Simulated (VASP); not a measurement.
Au, 1 atom in the cell. Symmetry: Fm-3m, No. 225, cubic system. Conventional cell: a = 4.070 Å, b = 4.070 Å, c = 4.070 Å, α = 90.00°, β = 90.00°, γ = 90.00°. Within 3.8 Å of Au (site symmetry m-3m) lie 12 Au at 2.88 Å. 

| Quantity | Value |
| --- | --- |
| Program | VASP 6.6.1 |
| Task | single point |
| Functional | PBEsol |
| Potentials or basis | VASP PAW PBE potentials, release 64 (Au) |
| Cutoff | 500 eV |
| k mesh | 8 × 8 × 8 |
| Occupations | gaussian, width 0.1 eV |
| Spin | no spin polarisation |
| Dipole correction | no |
| Further INCAR settings | ALGO = Normal; EDIFF = 1e-06; NBANDS = 12 |

Potentials or basis: VASP PAW PBE potentials, release 64 (Au).

The run is started by

```bash
$ cat potpaw_PBE.64/Au/POTCAR > POTCAR
$ mpirun -np 1 vasp_std > vasp.out
```

Hardware: 1 thread of AMD EPYC 9R45 (Zen 5), with other jobs on the host.

Problem. How long does it take, and how much memory?

Solution. It took 7.4 s on 1 thread of AMD EPYC 9R45 (Zen 5), on a shared host, peak memory 0.11 GiB. Counts: scf iterations 11, k points 29.
